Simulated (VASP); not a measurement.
# TiOs in VASP: single point with PBE

Aim: the single point of TiOs with PBE.

Program: VASP 6.6.1. These are calculated values, not measurements. Logs are shortened: lines on timing, memory, paths and dates and some standing lists are left out, and cuts for length are marked.

**1. The cell of the first run**

The cell holds a sheet with vacuum, 2 atoms: a = 4.362 Å, b = 4.362 Å, c = 15.000 Å, α = 90.00°, β = 90.00°, γ = 120.00°.

**2. Single point, PBE**

File INCAR:

```
ALGO     = Normal         # electronic algorithm
DIPOL    = 0.5 0.5 0.500
EDIFF    = 1E-7           # SCF threshold, eV
ENCUT    = 520            # plane-wave cutoff, eV
GGA      = PE             # functional
IDIPOL   = 3            
ISIF     = 2              # what is computed and relaxed
ISMEAR   = 0              # smearing method
LASPH    = T              # aspherical terms in the spheres
LCHARG   = F              # write CHGCAR
LDIPOL   = T            
LREAL    = F              # projectors in reciprocal space
LWAVE    = F              # write WAVECAR
NBANDS   = 17             # bands
NELM     = 100            # most SCF steps
PREC     = Accurate       # precision mode
SIGMA    = 0.1            # smearing width, eV
```

File KPOINTS:

```
k-points
0
Gamma
  6 6 1
```

File POSCAR:

```
TiOs
1.0
    4.3623300000      0.0000000000      0.0000000000
   -2.1811650000      3.7778890000      0.0000000000
    0.0000000000      0.0000000000     15.0000000000
Ti Os
1 1
Direct
    0.6666666700      0.3333333300      0.5296819000
    0.0000000000      0.0000000000      0.4703181000
```

Potentials or basis: VASP PAW PBE potentials, release 64 (Ti_sv, Os).

Run with:

```bash
$ cat potpaw_PBE.64/Ti_sv/POTCAR potpaw_PBE.64/Os/POTCAR > POTCAR
$ mpirun -np 1 vasp_std > vasp.out
```

OUTCAR:

```text
EDIFF = 1E-7
   ENCUT = 520
   GGA = PE
   ISIF = 2
   ISMEAR = 0
   LASPH = T
   LREAL = F
   NELM = 100
   PREC = Accurate

 ion  position               nearest neighbor table
   1  0.667  0.333  0.530-   2 2.67   2 2.67   2 2.67
   2  0.000  0.000  0.470-   1 2.67   1 2.67   1 2.67

  LATTYP: Found a hexagonal cell.
 ALAT       =     4.3623300000
 C/A-ratio  =     3.4385294097

  Lattice vectors:

 A1 = (   4.3623300000,   0.0000000000,   0.0000000000)
 A2 = (  -2.1811650000,   3.7778890000,   0.0000000000)
 A3 = (   0.0000000000,   0.0000000000,  15.0000000000)

Analysis of symmetry for initial positions (statically):
=====================================================================
 Subroutine PRICEL returns:
 Original cell was already a primitive cell.

 Routine SETGRP: Setting up the symmetry group for a
 hexagonal supercell.

 Subroutine GETGRP returns: Found  6 space group operations
 (whereof  6 operations were pure point group operations)
 out of a pool of 24 trial point group operations.

The static configuration has the point symmetry C_3v.

Analysis of symmetry for dynamics (positions and initial velocities):
=====================================================================
 Subroutine PRICEL returns:
 Original cell was already a primitive cell.

 Routine SETGRP: Setting up the symmetry group for a
 hexagonal supercell.

 Subroutine GETGRP returns: Found  6 space group operations
 (whereof  6 operations were pure point group operations)
 out of a pool of 24 trial point group operations.

The dynamic configuration has the point symmetry C_3v.

 Subroutine INISYM returns: Found  6 space group operations
 (whereof  6 operations are pure point group operations),
 and found     1 'primitive' translations

----------------------------------------------------------------------------------------

                                     Primitive cell

  volume of cell :     247.2060

  direct lattice vectors                    reciprocal lattice vectors
     4.362330000  0.000000000  0.000000000     0.229235294  0.132349045  0.000000000
    -2.181165000  3.777889000  0.000000000     0.000000000  0.264698089  0.000000000
     0.000000000  0.000000000 15.000000000     0.000000000  0.000000000  0.066666667

  length of vectors
     4.362330000  4.362330347 15.000000000     0.264698110  0.264698089  0.066666667

  position of ions in fractional coordinates (direct lattice)
     0.666666670  0.333333330  0.529681900
     0.000000000  0.000000000  0.470318100

  ion indices of the primitive-cell ions
   primitive index   ion index
                 1           1
                 2           2

----------------------------------------------------------------------------------------

 KPOINTS: k-points

Automatic generation of k-mesh.
 Grid dimensions read from file:
 generate k-points for:    6    6    1

 Generating k-lattice:

  Cartesian coordinates                     Fractional coordinates (reciprocal lattice)
     0.038205882  0.022058174  0.000000000     0.166666667  0.000000000  0.000000000
     0.000000000  0.044116348  0.000000000     0.000000000  0.166666667  0.000000000
     0.000000000  0.000000000  0.066666667     0.000000000  0.000000000  1.000000000

  Length of vectors
     0.044116352  0.044116348  0.066666667

  Shift w.r.t. Gamma in fractional coordinates (k-lattice)
     0.000000000  0.000000000  0.000000000

 Subroutine IBZKPT returns following result:
 ===========================================

 Found      7 irreducible k-points:

 Following reciprocal coordinates:
            Coordinates               Weight
  0.000000  0.000000  0.000000      1.000000
  0.166667  0.000000  0.000000      6.000000
  0.333333  0.000000  0.000000      6.000000
  0.500000  0.000000  0.000000      3.000000
  0.166667  0.166667  0.000000      6.000000
  0.333333  0.166667  0.000000     12.000000
  0.333333  0.333333  0.000000      2.000000
   k-points           NKPTS =      7   k-points in BZ     NKDIM =      7   number of bands    NBANDS=     17
   number of dos      NEDOS =    301   number of ions     NIONS =      2
   total plane-waves  NPLWV = 114688
   dimension x,y,z NGX =    32 NGY =   32 NGZ =  112
   dimension x,y,z NGXF=    64 NGYF=   64 NGZF=  224
   ions per type =               1   1
   NGX,Y,Z   is equivalent  to a cutoff of  12.20, 12.20, 12.41 a.u.
   NGXF,Y,Z  is equivalent  to a cutoff of  24.39, 24.39, 24.83 a.u.
 SYSTEM =  unknown system
   PREC   = accura    normal or accurate (medium, high low for compatibility)
   ISTART =      0    job   : 0-new  1-cont  2-samecut
   ICHARG =      2    charge: 1-file 2-atom 10-const
   ISPIN  =      1    spin polarized calculation?
   LNONCOLLINEAR =      F non collinear calculations
   LSORBIT =      F    spin-orbit coupling
   LASPH  =      T    aspherical Exc in radial PAW
   ENCUT  =  520.0 eV  38.22 Ry    6.18 a.u.   8.11  8.11 27.89*2*pi/ulx,y,z
   NELM   =    100;   NELMIN=  2; NELMDL= -5     # of ELM steps
   EDIFF  = 0.1E-06   stopping-criterion for ELM
   LREAL  =      F    real-space projection
   EDIFFG = 0.1E-05   stopping-criterion for IOM
   NSW    =      0    number of steps for IOM
   IBRION =     -1    ionic relax: 0-MD 1-quasi-New 2-CG
   NFREE  =      0    steps in history (QN), initial steepest desc. (CG)
   ISIF   =      2    stress and relaxation
   ISYM   =      2    0-nonsym 1-usesym 2-fastsym
   POTIM  = 0.5000    time-step for ionic-motion
   TEBEG  =    0.0;   TEEND  =   0.0 temperature during run
   PSTRESS=    0.0 pullay stress
   NELECT =      20.0000    total number of electrons
   NUPDOWN=      -1.0000    fix difference up-down
   EMIN   =  10.00;   EMAX   =-10.00  energy-range for DOS
   EFERMI =   0.00;   METHOD = LEGACY
   ISMEAR =     0;   SIGMA  =   0.10  broadening in eV -4-tet -1-fermi 0-gaus
   EFERMI_NEDOS =   21; number of points for ismear=-14 and -15
   IALGO  =     38    algorithm
   IMIX   =      4    mixing-type and parameters
     AMIX     =   0.40;   BMIX     =  1.00
     AMIX_MAG =   1.60;   BMIX_MAG =  1.00
  volume/ion in A,a.u.               =     123.60       834.11
  Fermi-wavevector in a.u.,A,eV,Ry     =   0.708052  1.338024  6.821113  0.501338
  Thomas-Fermi vector in A             =   1.794265
   LORBIT       =      0    0 simple, 1 ext, 2 COOP (PROOUT), +10 PAW based schemes
   GGA     = PE    functional components
   LHFCALC =     F    Hartree Fock is set to
   AEXX    =    0.0000 exact exchange contribution
   IVDW    =     0    specifies the selected vdW correction
   LEPSILON=     F    determine dielectric tensor
   LRPA    =     F    only Hartree local field effects (RPA)
 non-spin polarized calculation
 Gauss-broadening in eV      SIGMA  =   0.10
  energy-cutoff  :      520.00
  volume of cell :      247.21
 maximum number of plane-waves:      6673
   NGX = 17   NGY = 17   NGZ = 55

 number of electron      20.0000004 magnetization

 dipolmoment           0.000000      0.000000     -0.097048 electrons x Angstroem

 Free energy of the ion-electron system (eV)
  ---------------------------------------------------
  ext. energy  EPLUGINS =         0.00000000
  ---------------------------------------------------
  free energy    TOTEN  =       -13.99465916 eV

  energy without entropy =      -13.99462106  energy(sigma->0) =      -13.99464011

 E-fermi :  -2.4107     XC(G=0):  -3.0641

 val. band max:       -2.6517244914   @ k =   0.5000   0.0000   0.0000
 cond. band min:      -2.1754275766   @ k =   0.5000   0.0000   0.0000
 fundamental gap:      0.4762969148
 Fermi energy:        -2.4107137185

 k-point     1 :       0.0000    0.0000    0.0000
  band No.  band energies     occupation
      1     -59.6005      2.00000
      2     -36.0637      2.00000
      3     -35.7188      2.00000
      4     -35.7188      2.00000
      5      -6.0845      2.00000
      6      -3.4705      2.00000
[... 9 lines left out ...]
     16      -0.2814      0.00000
     17       0.9919      0.00000

 k-point     2 :       0.1667    0.0000    0.0000
  band No.  band energies     occupation
      1     -59.6004      2.00000
      2     -36.0633      2.00000
      3     -35.7200      2.00000
      4     -35.7187      2.00000
      5      -5.7607      2.00000
      6      -3.6281      2.00000
[... 9 lines left out ...]
     16      -0.1241      0.00000
     17       1.2635      0.00000

 k-point     3 :       0.3333    0.0000    0.0000
  band No.  band energies     occupation
      1     -59.6000      2.00000
      2     -36.0625      2.00000
      3     -35.7225      2.00000
      4     -35.7185      2.00000
      5      -4.9207      2.00000
      6      -3.7055      2.00000
[... 9 lines left out ...]
     16       0.3481      0.00000
     17       1.5011      0.00000

 k-point     4 :       0.5000    0.0000    0.0000
  band No.  band energies     occupation
      1     -59.5999      2.00000
      2     -36.0621      2.00000
      3     -35.7237      2.00000
      4     -35.7184      2.00000
      5      -4.3127      2.00000
      6      -3.6613      2.00000
[... 9 lines left out ...]
     16       0.4819      0.00000
     17       1.1555      0.00000

 k-point     5 :       0.1667    0.1667    0.0000
  band No.  band energies     occupation
      1     -59.6001      2.00000
      2     -36.0627      2.00000
      3     -35.7216      2.00000
      4     -35.7188      2.00000
      5      -5.1676      2.00000
      6      -3.7244      2.00000
[... 9 lines left out ...]
     16       0.2219      0.00000
     17       1.8102      0.00000

 k-point     6 :       0.3333    0.1667    0.0000
  band No.  band energies     occupation
      1     -59.5999      2.00000
      2     -36.0621      2.00000
      3     -35.7231      2.00000
      4     -35.7190      2.00000
      5      -4.3196      2.00000
      6      -3.7613      2.00000
[... 9 lines left out ...]
     16       0.6672      0.00000
     17       1.1156      0.00000

 k-point     7 :       0.3333    0.3333    0.0000
  band No.  band energies     occupation
      1     -59.5998      2.00000
      2     -36.0619      2.00000
      3     -35.7229      2.00000
      4     -35.7198      2.00000
      5      -3.8917      2.00000
      6      -3.8073      2.00000
[... 9 lines left out ...]
     16       0.1109      0.00000
     17       0.3451      0.00000

------------------------ aborting loop because EDIFF is reached ----------------------------------------

 vacuum level on the upper side and lower side of the slab       (xc-potential included)        -0.659         0.394

  FORCE on cell =-STRESS in cart. coord.  units (eV):
  Direction    XX          YY          ZZ          XY          YZ          ZX
  --------------------------------------------------------------------------------------
  -------------------------------------------------------------------------------------
  Total       -9.3168848     -9.3168868     -1.4268997      0.0000000      0.0000000      0.0000000
  in kB      -60.3840644    -60.3840772     -9.2479409      0.0000000      0.0000000      0.0000000
  external PRESSURE =     -43.3386942 kB  Pullay stress =       0.0000000 kB

 VOLUME and BASIS-vectors are now :
 -----------------------------------------------------------------------------
  energy-cutoff  :      520.00
  volume of cell :      247.21
      direct lattice vectors                 reciprocal lattice vectors
     4.362330000  0.000000000  0.000000000     0.229235294  0.132349045  0.000000000
    -2.181165000  3.777889000  0.000000000     0.000000000  0.264698089  0.000000000
     0.000000000  0.000000000 15.000000000     0.000000000  0.000000000  0.066666667

 POSITION                                       TOTAL-FORCE (eV/Angst)
 -----------------------------------------------------------------------------------
      2.18117      1.25930      7.94523         0.000000      0.000000     -1.586448
      0.00000      0.00000      7.05477        -0.000000     -0.000000      1.586448
 -----------------------------------------------------------------------------------
    total drift:                               -0.000042      0.000026      0.000252

  FREE ENERGIE OF THE ION-ELECTRON SYSTEM (eV)
  ---------------------------------------------------
  free  energy   TOTEN  =       -13.9946591555 eV

  energy  without entropy=      -13.9946210617  energy(sigma->0) =      -13.99464011

 vacuum level on the upper side and lower side of the slab         0.914         2.006
```

Wall time 42 s (1 thread of Intel Xeon Platinum 8488C (Sapphire Rapids), shared host); peak memory 0.32 GiB.

Results:

| Item | Value |
| --- | --- |
| Free energy | -13.9947 eV |
| Largest force | 1.586 eV/Å |
| Band gap on the k mesh | 0.48 eV, direct |

Forces on the atoms (eV/Å):
```
Ti   0.000  0.000 -1.586
Os   0.000  0.000  1.586
```

Levels at points of the mesh, in eV from the valence-band top:
| k point | band 8 | band 9 | band 10 | band 11 | band 12 | band 13 |
| --- | --- | --- | --- | --- | --- | --- |
| (0.00, 0.00, 0.00) | -0.49 | -0.49 | -0.21 | 0.74 | 1.21 | 1.81 |
| (0.50, 0.00, 0.00) | -0.57 | -0.39 | 0.00 | 0.48 | 1.48 | 1.53 |

Caveat: spin-orbit coupling is left out, which moves the levels of the heavy elements.
